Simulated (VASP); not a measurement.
Here is a VASP 6.6.1 calculation.

File INCAR:

```
SYSTEM = Ti
PREC = Accurate
ENCUT = 500
EDIFF = 1E-6
ISMEAR = 0
SIGMA = 0.1
LREAL = .FALSE.
LASPH = .TRUE.
NELM = 120
ALGO = Normal
ISIF = 2
LWAVE = .FALSE.
LCHARG = .FALSE.
GGA = PS
NBANDS = 19
GGA_COMPAT = .FALSE.
```

Contents of KPOINTS:

```
regular mesh
0
G
  9 9 4
  0 0 0
```

The input POSCAR:

```
Ti
1.0
    2.9357319231      0.0000000000      0.0000000000
   -1.4678659615      2.5424184241      0.0000000000
    0.0000000000      0.0000000000      4.6408561500
Ti
2
Direct
    0.3333333300      0.6666666700      0.2500000000
    0.6666666700      0.3333333300      0.7500000000
```

Potentials or basis: VASP PAW PBE potentials, release 64 (Ti_sv).

The run is started by

```console
$ cat potpaw_PBE.64/Ti_sv/POTCAR > POTCAR
$ mpirun -np 1 vasp_std > vasp.out
```

Question: Estimate the pressure.

Answer: -4.3 GPa.

Question: What does it give for the band gap on the k mesh?

Answer: Zero (bands 12 and 13 overlap by 0.98 eV).

Stress tensor (GPa, compression positive):
```
-4.01  0.00  0.00
 0.00 -4.01  0.00
 0.00  0.00 -4.84
```

Caveat: the cell stands under tension; the PAW data sets were made with another functional, which shifts forces and pressure a little.
